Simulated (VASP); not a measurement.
GeSb2:

```
CELL_PARAMETERS angstrom
-1.93296 1.93296 4.74178
1.93296 -1.93296 4.74178
1.93296 1.93296 -4.74178
ATOMIC_POSITIONS crystal
Ge 0.00000 0.00000 0.00000
Sb 0.66500 0.66500 0.00000
Sb 0.33500 0.33500 0.00000
```

* Program: VASP 6.6.1
* Task: relaxation of cell and atoms
* Functional: PBE
* Potentials or basis: VASP PAW PBE potentials, release 64 (Ge_d, Sb)
* Cutoff: 600 eV
* k mesh: 6 × 6 × 6
* Occupations: gaussian, width 0.1 eV
* Spin: no spin polarisation

At the start: pressure 4.3 GPa; volume 23.62 Å³/atom.

Question: How do energy, volume and symmetry change on relaxing?

Answer: Over 32 steps the energy falls by 49.5 meV/atom and the volume is 26.01 Å³/atom (+10.1 %); space group I4/mmm (No. 139, to 0.1 Å) before and after.

The path:
| step | energy change (eV) | largest force (eV/Å) | pressure (GPa) | volume (Å³) |
| --- | --- | --- | --- | --- |
| 1 | 0.0000 | 0.0458 | 4.27 | 70.87 |
| 2 | -0.0618 | 0.0620 | -1.83 | 77.50 |
| 3 | -0.0728 | 0.0621 | -0.34 | 75.54 |
| 4 | -0.0777 | 0.0910 | -0.21 | 75.20 |
| 5 | -0.0787 | 0.1118 | -0.10 | 74.96 |
| 6 | -0.0802 | 0.1178 | 0.05 | 74.72 |
| 7 | -0.0832 | 0.1252 | 0.65 | 74.00 |
| 8 | -0.0795 | 0.0601 | 1.99 | 72.57 |
| 9 | -0.0837 | 0.1202 | 1.08 | 73.67 |
| 10 | -0.0840 | 0.1191 | 0.96 | 73.66 |
| 11 | -0.0847 | 0.1153 | 0.98 | 73.64 |
| 12 | -0.0862 | 0.1050 | 1.04 | 73.60 |
| 13 | -0.0885 | 0.0758 | 1.11 | 73.52 |
| 14 | -0.0903 | 0.0184 | 1.39 | 73.35 |
| 15 | -0.0941 | 0.0271 | 1.08 | 73.79 |
| 16 | -0.1001 | 0.0666 | 0.05 | 75.13 |
| 17 | -0.1006 | 0.0832 | -0.22 | 75.57 |
| 18 | -0.1006 | 0.0905 | -0.33 | 75.75 |
| 19 | -0.1014 | 0.0979 | -0.37 | 75.80 |
| 20 | -0.1045 | 0.1261 | -0.33 | 75.95 |
| 21 | -0.1142 | 0.1909 | -0.20 | 76.24 |
| 22 | -0.1359 | 0.0532 | 0.11 | 76.81 |
| 23 | -0.1160 | 0.6211 | 1.44 | 77.92 |
| 24 | -0.1389 | 0.1067 | 0.35 | 77.10 |
| 25 | -0.1397 | 0.1120 | 0.33 | 77.21 |
| 26 | -0.1419 | 0.1176 | 0.30 | 77.52 |
| 27 | -0.1442 | 0.1796 | 0.31 | 78.15 |
| 28 | -0.1462 | 0.1234 | 0.13 | 78.29 |
| 29 | -0.1480 | 0.0168 | -0.21 | 78.58 |
| 30 | -0.1480 | 0.0063 | -0.27 | 78.61 |
| 31 | -0.1483 | 0.0083 | -0.20 | 78.47 |
| 32 | -0.1486 | 0.0149 | 0.07 | 78.04 |

Final structure:
```yaml
crystal:
  lattice:
    - [-1.90652, 1.90652, 5.36727]
    - [1.90652, -1.90652, 5.36727]
    - [1.90652, 1.90652, -5.36727]
  atoms:
    - { symbol: Ge, position: [0.00000, 0.00000, 0.00000] }
    - { symbol: Sb, position: [0.63648, 0.63648, 0.00000] }
    - { symbol: Sb, position: [0.36352, 0.36352, 0.00000] }
```
